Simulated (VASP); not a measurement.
Input of a VASP 6.6.1 run:

INCAR

```
SYSTEM = TiC
PREC     = Accurate       ! precision mode
ENCUT    = 520            ! plane-wave cutoff, eV
EDIFF    = 1E-6           ! SCF threshold, eV
ISMEAR   = -1             ! smearing method
SIGMA    = 0.05           ! smearing width, eV
LREAL    = .False.        ! projectors in reciprocal space
LASPH    = .True.         ! aspherical terms in the spheres
NELM     = 150            ! most SCF steps
ALGO     = Normal         ! electronic algorithm
ISIF     = 2              ! what is computed and relaxed
LWAVE    = .False.        ! write WAVECAR
LCHARG   = .False.        ! write CHGCAR
LMAXMIX  = 4              ! l up to which the mixer works
LDAU     = .True.         ! DFT+U
LDAUTYPE = 2            
LDAUL    = 2 -1           ! shell
LDAUU    = 6 0            ! U, eV
LDAUJ    = 0 0          
LDAUPRINT= 1            
GGA      = PE             ! functional
NBANDS   = 15             ! bands
```

File KPOINTS:

```
Automatic mesh
0
Gamma
  11 11 11
  0 0 0
```

The input POSCAR:

```
TiC
1.0
    0.0000000000      2.2001819885      2.2001819885
    2.2001819885      0.0000000000      2.2001819885
    2.2001819885      2.2001819885      0.0000000000
Ti C
1 1
Direct
    0.0000000000      0.0000000000      0.0000000000
    0.5000000000      0.5000000000      0.5000000000
```

Potentials or basis: VASP PAW PBE potentials, release 64 (Ti_sv, C).

Launch:

```sh
$ cat potpaw_PBE.64/Ti_sv/POTCAR potpaw_PBE.64/C/POTCAR > POTCAR
$ mpirun -np 1 vasp_std > vasp.out
```

Q: What does it give for the pressure?

A: 4.8 GPa.

Q: Estimate the band gap on the k mesh.

A: Zero (band 8 reaches 10.90 eV, above the bottom of band 9 at 9.07 eV).

Eigenvalues of the final occupation matrices:
| site | spin | trace | eigenvalues |
| --- | --- | --- | --- |
| site 1 d | 1 | 0.85 | 0.10 0.10 0.10 0.28 0.28 |
| site 1 d | 2 | 0.85 | 0.10 0.10 0.10 0.28 0.28 |

Caveat: U without spin polarisation on a metal has little footing; the U is typed as a test and isn't derived for this compound.
